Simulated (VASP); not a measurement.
Input of a VASP 6.6.1 run:

The input POSCAR:

```
BaH4
1.0
    3.7841377485     -2.2820829433     -0.0011282488
    3.7841377485      2.2820829433     -0.0011282488
   -2.3625183764      0.0000000000      3.7212393235
Ba H
1 4
Direct
    0.0000000000      0.0000000000      0.5000000000
    0.7415912572      0.7415912572      0.7599528174
    0.2584087428      0.2584087428      0.2400471826
    0.5386548712      0.5386548712      0.9685421304
    0.4613451288      0.4613451288      0.0314578696
```

Contents of INCAR.step1:

```
  PREC = Accurate
  ENCUT = 520
  ISMEAR = 0
  SIGMA = 0.02
  LREAL = F
  LASPH = T
  NELM = 60
  NBANDS = 15
  GGA = PE
  ALGO = Normal
  EDIFF = 1E-4
  LWAVE = T
  LCHARG = F
```

File INCAR.step2:

```
  PREC = Accurate
  ENCUT = 520
  EDIFF = 1E-6
  ISMEAR = 0
  SIGMA = 0.02
  LREAL = F
  LASPH = T
  NELM = 60
  ALGO = Normal
  ISIF = 2
  LWAVE = F
  LCHARG = T
  METAGGA = R2SCAN
  LMIXTAU = T
  LELF = T
  LVHAR = T
  NBANDS = 15
  ISTART = 1
```

File KPOINTS:

```
regular mesh
0
Gamma
  6 6 6
```

Potentials or basis: VASP PAW PBE potentials, release 64 (Ba_sv, H).

Launch:

```console
$ cat potpaw_PBE.64/Ba_sv/POTCAR potpaw_PBE.64/H/POTCAR > POTCAR
$ cp INCAR.step1 INCAR
$ mpirun -np 1 vasp_std > vasp.out
$ cp INCAR.step2 INCAR
$ mpirun -np 1 vasp_std > vasp.out
```

**Question.** Estimate the band gap on the k mesh.

**Answer.** 2.90 eV (least direct gap 3.29 eV).

**Question.** Predict the largest force.

**Answer.** 0.286 eV/Å.

Forces on the atoms (eV/Å):
```
Ba   0.000  0.000  0.000
H    0.003  0.000 -0.003
H   -0.003  0.000  0.003
H   -0.274  0.000  0.082
H    0.274  0.000 -0.082
```

Caveat: the PAW data sets were made with another functional, which shifts forces and pressure a little; spin-orbit coupling is left out, which moves the levels of the heavy elements. A k mesh can miss the band edges.
